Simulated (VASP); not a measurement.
# K in VASP: single point with PBE

Aim: the single point of K with PBE.

All numbers are computed with VASP 6.6.1; they aren't measurements. Logs are shortened: lines on timing, memory, paths and dates and some standing lists are left out, and cuts for length are marked.

## Step 1: The cell of the first run

The cell holds a sublattice, 1 atom: a = 3.839 Å, b = 3.839 Å, c = 3.839 Å, α = 90.00°, β = 90.00°, γ = 90.00°.

## Step 2: Single point, PBE

INCAR

```
SYSTEM = K
PREC     = Accurate       ! precision mode
ENCUT    = 520            ! plane-wave cutoff, eV
EDIFF    = 1E-7           ! SCF threshold, eV
ISMEAR   = 0              ! smearing method
SIGMA    = 0.1            ! smearing width, eV
LREAL    = .False.        ! projectors in reciprocal space
LASPH    = .True.         ! aspherical terms in the spheres
NELM     = 100            ! most SCF steps
ALGO     = Normal         ! electronic algorithm
ISIF     = 2              ! what is computed and relaxed
LWAVE    = .False.        ! write WAVECAR
LCHARG   = .True.         ! write CHGCAR
GGA      = PE             ! functional
LELF     = .True.         ! ELF
LVHAR    = .True.       
NBANDS   = 10             ! bands
```

KPOINTS

```
regular mesh
0
Gamma
  8 8 8
  0 0 0
```

POSCAR

```
K
1.0
    3.8391960000      0.0000000000      0.0000000000
    0.0000000000      3.8391960000      0.0000000000
    0.0000000000      0.0000000000      3.8391960000
K
1
Direct
    0.0000000000      0.0000000000      0.0000000000
```

Potentials or basis: VASP PAW PBE potentials, release 64 (K_sv).

Started as:

```sh
$ cat potpaw_PBE.64/K_sv/POTCAR > POTCAR
$ mpirun -np 1 vasp_std > vasp.out
```

OUTCAR:

```text
SYSTEM = K
   PREC = Accurate
   ENCUT = 520
   EDIFF = 1E-7
   ISMEAR = 0
   LREAL = .False.
   LASPH = .True.
   NELM = 100
   ISIF = 2
   GGA = PE

 ion  position               nearest neighbor table
   1  0.000  0.000  0.000-

  LATTYP: Found a simple cubic cell.
 ALAT       =     3.8391960000

  Lattice vectors:

 A1 = (   3.8391960000,   0.0000000000,   0.0000000000)
 A2 = (   0.0000000000,   3.8391960000,   0.0000000000)
 A3 = (   0.0000000000,   0.0000000000,   3.8391960000)

Analysis of symmetry for initial positions (statically):
=====================================================================
 Subroutine PRICEL returns:
 Original cell was already a primitive cell.

 Routine SETGRP: Setting up the symmetry group for a
 simple cubic supercell.

 Subroutine GETGRP returns: Found 48 space group operations
 (whereof 48 operations were pure point group operations)
 out of a pool of 48 trial point group operations.

The static configuration has the point symmetry O_h .

Analysis of symmetry for dynamics (positions and initial velocities):
=====================================================================
 Subroutine PRICEL returns:
 Original cell was already a primitive cell.

 Routine SETGRP: Setting up the symmetry group for a
 simple cubic supercell.

 Subroutine GETGRP returns: Found 48 space group operations
 (whereof 48 operations were pure point group operations)
 out of a pool of 48 trial point group operations.

The dynamic configuration has the point symmetry O_h .

 Subroutine INISYM returns: Found 48 space group operations
 (whereof 48 operations are pure point group operations),
 and found     1 'primitive' translations

----------------------------------------------------------------------------------------

                                     Primitive cell

  volume of cell :      56.5875

  direct lattice vectors                    reciprocal lattice vectors
     3.839196000  0.000000000  0.000000000     0.260471203  0.000000000  0.000000000
     0.000000000  3.839196000  0.000000000     0.000000000  0.260471203  0.000000000
     0.000000000  0.000000000  3.839196000     0.000000000  0.000000000  0.260471203

  length of vectors
     3.839196000  3.839196000  3.839196000     0.260471203  0.260471203  0.260471203

  position of ions in fractional coordinates (direct lattice)
     0.000000000  0.000000000  0.000000000

  ion indices of the primitive-cell ions
   primitive index   ion index
                 1           1

----------------------------------------------------------------------------------------

 KPOINTS: regular mesh

Automatic generation of k-mesh.
 Grid dimensions read from file:
 generate k-points for:    8    8    8

 Generating k-lattice:

  Cartesian coordinates                     Fractional coordinates (reciprocal lattice)
     0.032558900  0.000000000  0.000000000     0.125000000  0.000000000  0.000000000
     0.000000000  0.032558900  0.000000000     0.000000000  0.125000000  0.000000000
     0.000000000  0.000000000  0.032558900     0.000000000  0.000000000  0.125000000

  Length of vectors
     0.032558900  0.032558900  0.032558900

  Shift w.r.t. Gamma in fractional coordinates (k-lattice)
     0.000000000  0.000000000  0.000000000

 Subroutine IBZKPT returns following result:
 ===========================================

 Found     35 irreducible k-points:

 Following reciprocal coordinates:
            Coordinates               Weight
  0.000000  0.000000  0.000000      1.000000
  0.125000  0.000000  0.000000      6.000000
  0.250000  0.000000  0.000000      6.000000
  0.375000  0.000000  0.000000      6.000000
  0.500000  0.000000  0.000000      3.000000
  0.125000  0.125000  0.000000     12.000000
[... 16 lines left out ...]
  0.375000  0.375000  0.125000     24.000000
  0.500000  0.375000  0.125000     24.000000
 [... further k-points ...]
   k-points           NKPTS =     35   k-points in BZ     NKDIM =     35   number of bands    NBANDS=     10
   number of dos      NEDOS =    301   number of ions     NIONS =      1
   total plane-waves  NPLWV =  27000
   dimension x,y,z NGX =    30 NGY =   30 NGZ =   30
   dimension x,y,z NGXF=    60 NGYF=   60 NGZF=   60
   ions per type =               1
   NGX,Y,Z   is equivalent  to a cutoff of  12.99, 12.99, 12.99 a.u.
   NGXF,Y,Z  is equivalent  to a cutoff of  25.98, 25.98, 25.98 a.u.
 SYSTEM =  K
   PREC   = accura    normal or accurate (medium, high low for compatibility)
   ISTART =      0    job   : 0-new  1-cont  2-samecut
   ICHARG =      2    charge: 1-file 2-atom 10-const
   ISPIN  =      1    spin polarized calculation?
   LNONCOLLINEAR =      F non collinear calculations
   LSORBIT =      F    spin-orbit coupling
   LASPH  =      T    aspherical Exc in radial PAW
   ENCUT  =  520.0 eV  38.22 Ry    6.18 a.u.   7.14  7.14  7.14*2*pi/ulx,y,z
   NELM   =    100;   NELMIN=  2; NELMDL= -5     # of ELM steps
   EDIFF  = 0.1E-06   stopping-criterion for ELM
   LREAL  =      F    real-space projection
   EDIFFG = 0.1E-05   stopping-criterion for IOM
   NSW    =      0    number of steps for IOM
   IBRION =     -1    ionic relax: 0-MD 1-quasi-New 2-CG
   NFREE  =      0    steps in history (QN), initial steepest desc. (CG)
   ISIF   =      2    stress and relaxation
   ISYM   =      2    0-nonsym 1-usesym 2-fastsym
   POTIM  = 0.5000    time-step for ionic-motion
   TEBEG  =    0.0;   TEEND  =   0.0 temperature during run
   PSTRESS=    0.0 pullay stress
   NELECT =       9.0000    total number of electrons
   NUPDOWN=      -1.0000    fix difference up-down
   EMIN   =  10.00;   EMAX   =-10.00  energy-range for DOS
   EFERMI =   0.00;   METHOD = LEGACY
   ISMEAR =     0;   SIGMA  =   0.10  broadening in eV -4-tet -1-fermi 0-gaus
   EFERMI_NEDOS =   21; number of points for ismear=-14 and -15
   IALGO  =     38    algorithm
   IMIX   =      4    mixing-type and parameters
     AMIX     =   0.40;   BMIX     =  1.00
     AMIX_MAG =   1.60;   BMIX_MAG =  1.00
  volume/ion in A,a.u.               =      56.59       381.87
  Fermi-wavevector in a.u.,A,eV,Ry     =   0.886983  1.676155 10.704236  0.786739
  Thomas-Fermi vector in A             =   2.008221
   LORBIT       =      0    0 simple, 1 ext, 2 COOP (PROOUT), +10 PAW based schemes
   GGA     = PE    functional components
   LHFCALC =     F    Hartree Fock is set to
   AEXX    =    0.0000 exact exchange contribution
   IVDW    =     0    specifies the selected vdW correction
   LEPSILON=     F    determine dielectric tensor
   LRPA    =     F    only Hartree local field effects (RPA)
 non-spin polarized calculation
 Gauss-broadening in eV      SIGMA  =   0.10
  energy-cutoff  :      520.00
  volume of cell :       56.59
 maximum number of plane-waves:      1568
 NGX is ok and might be reduce to    30
   NGX = 15   NGY = 15   NGZ = 15

 number of electron       9.0000002 magnetization

 Free energy of the ion-electron system (eV)
  ---------------------------------------------------
  ext. energy  EPLUGINS =         0.00000000
  ---------------------------------------------------
  free energy    TOTEN  =        -0.85480550 eV

  energy without entropy =       -0.85307958  energy(sigma->0) =       -0.85394254

 E-fermi :   0.6792     XC(G=0):  -6.3234

 val. band max:        0.6330742847   @ k =   0.5000   0.0000   0.0000
 cond. band min:       0.7719843305   @ k =   0.3750   0.2500   0.2500
 fundamental gap:      0.1389100459
 Fermi energy:         0.6792488958

 k-point     1 :       0.0000    0.0000    0.0000
  band No.  band energies     occupation
      1     -31.7041      2.00000
      2     -15.0816      2.00000
      3     -15.0816      2.00000
      4     -15.0816      2.00000
      5      -1.9593      2.00000
      6       3.4525      0.00000
      7       3.4525      0.00000
      8       7.5051      0.00000
      9       7.5051      0.00000
     10       7.5051      0.00000

 k-point     2 :       0.1250    0.0000    0.0000
  band No.  band energies     occupation
      1     -31.7014      2.00000
      2     -15.1189      2.00000
      3     -15.0784      2.00000
      4     -15.0784      2.00000
      5      -1.7675      2.00000
      6       3.3878      0.00000
      7       3.5398      0.00000
      8       6.9563      0.00000
      9       6.9563      0.00000
     10       7.5320      0.00000

 k-point     3 :       0.2500    0.0000    0.0000
  band No.  band energies     occupation
      1     -31.6951      2.00000
      2     -15.2074      2.00000
      3     -15.0706      2.00000
      4     -15.0706      2.00000
      5      -1.2166      2.00000
      6       2.9189      0.00000
      7       3.7723      0.00000
      8       6.2600      0.00000
      9       6.2600      0.00000
     10       7.3839      0.00000

 k-point     4 :       0.3750    0.0000    0.0000
  band No.  band energies     occupation
      1     -31.6887      2.00000
      2     -15.2939      2.00000
      3     -15.0629      2.00000
      4     -15.0629      2.00000
      5      -0.3661      2.00000
      6       1.8993      0.00000
      7       4.0464      0.00000
      8       5.7929      0.00000
      9       5.7929      0.00000
     10       7.6631      0.00000

 k-point     5 :       0.5000    0.0000    0.0000
  band No.  band energies     occupation
      1     -31.6861      2.00000
      2     -15.3292      2.00000
      3     -15.0596      2.00000
      4     -15.0596      2.00000
      5       0.6331      1.48625
      6       0.7931      0.10739
      7       4.1771      0.00000
      8       5.6304      0.00000
      9       5.6304      0.00000
     10       7.6910      0.00000

 k-point     6 :       0.1250    0.1250    0.0000
  band No.  band energies     occupation
      1     -31.6988      2.00000
      2     -15.1177      2.00000
      3     -15.1130      2.00000
      4     -15.0752      2.00000
      5      -1.5789      2.00000
      6       3.4477      0.00000
      7       3.5306      0.00000
      8       6.2921      0.00000
      9       6.8283      0.00000
     10       7.2663      0.00000
[... 183 lines left out ...]
 k-point    21 :       0.3750    0.2500    0.1250
  band No.  band energies     occupation
      1     -31.6774      2.00000
      2     -15.2720      2.00000
      3     -15.1782      2.00000
      4     -15.0867      2.00000
      5       0.3825      1.99997
      6       2.4865      0.00000
      7       3.8746      0.00000
      8       4.9034      0.00000
      9       5.6931      0.00000
     10       6.3040      0.00000

 k-point    22 :       0.5000    0.2500    0.1250
  band No.  band energies     occupation
      1     -31.6749      2.00000
      2     -15.3059      2.00000
      3     -15.1739      2.00000
      4     -15.0833      2.00000
      5       1.1136      0.00000
      6       1.6402      0.00000
      7       4.2315      0.00000
      8       4.5179      0.00000
      9       5.8795      0.00000
     10       6.3102      0.00000

 k-point    23 :       0.3750    0.3750    0.1250
  band No.  band energies     occupation
      1     -31.6713      2.00000
      2     -15.2620      2.00000
      3     -15.2576      2.00000
      4     -15.0787      2.00000
      5       0.9633      0.00006
      6       2.7544      0.00000
      7       3.3960      0.00000
      8       4.5859      0.00000
      9       5.8680      0.00000
     10       6.1684      0.00000

 k-point    24 :       0.5000    0.3750    0.1250
  band No.  band energies     occupation
      1     -31.6687      2.00000
      2     -15.2931      2.00000
      3     -15.2548      2.00000
      4     -15.0754      2.00000
      5       1.3573      0.00000
      6       2.4720      0.00000
      7       3.6052      0.00000
      8       4.2102      0.00000
      9       6.0896      0.00000
     10       6.1271      0.00000

 [... further k-points ...]

------------------------ aborting loop because EDIFF is reached ----------------------------------------

  FORCE on cell =-STRESS in cart. coord.  units (eV):
  Direction    XX          YY          ZZ          XY          YZ          ZX
  --------------------------------------------------------------------------------------
  -------------------------------------------------------------------------------------
  Total        0.6125853      0.6125853      0.6125853      0.0000000      0.0000000     -0.0000000
  in kB       17.3442811     17.3442811     17.3442811      0.0000000      0.0000000     -0.0000000
  external PRESSURE =      17.3442811 kB  Pullay stress =       0.0000000 kB

 VOLUME and BASIS-vectors are now :
 -----------------------------------------------------------------------------
  energy-cutoff  :      520.00
  volume of cell :       56.59
      direct lattice vectors                 reciprocal lattice vectors
     3.839196000  0.000000000  0.000000000     0.260471203  0.000000000  0.000000000
     0.000000000  3.839196000  0.000000000     0.000000000  0.260471203  0.000000000
     0.000000000  0.000000000  3.839196000     0.000000000  0.000000000  0.260471203

 POSITION                                       TOTAL-FORCE (eV/Angst)
 -----------------------------------------------------------------------------------
      0.00000      0.00000      0.00000         0.000000      0.000000      0.000000
 -----------------------------------------------------------------------------------
    total drift:                                0.000000      0.000000     -0.000000

  FREE ENERGIE OF THE ION-ELECTRON SYSTEM (eV)
  ---------------------------------------------------
  free  energy   TOTEN  =        -0.8548055021 eV

  energy  without entropy=       -0.8530795795  energy(sigma->0) =       -0.85394254
```

Wall time 7.8 s (1 thread of Intel Xeon 6975P-C (Granite Rapids), shared host); peak memory 0.17 GiB.

Results:

```
Free energy : -0.8548 eV
Pressure    : 1.7 GPa
```

Levels at points of the mesh, in eV from the Fermi level:
```csv
k point,band 1,band 2,band 3,band 4,band 5,band 6,band 7,band 8,band 9
"(0.00, 0.00, 0.00)",-32.38,-15.76,-15.76,-15.76,-2.64,2.77,2.77,6.83,6.83
"(0.50, 0.00, 0.00)",-32.37,-16.01,-15.74,-15.74,-0.05,0.11,3.50,4.95,4.95
"(0.50, 0.50, 0.00)",-32.35,-15.97,-15.97,-15.72,0.68,2.48,2.77,2.77,5.48
"(0.50, 0.50, 0.50)",-32.33,-15.94,-15.94,-15.94,2.08,2.08,2.08,4.65,5.77
```
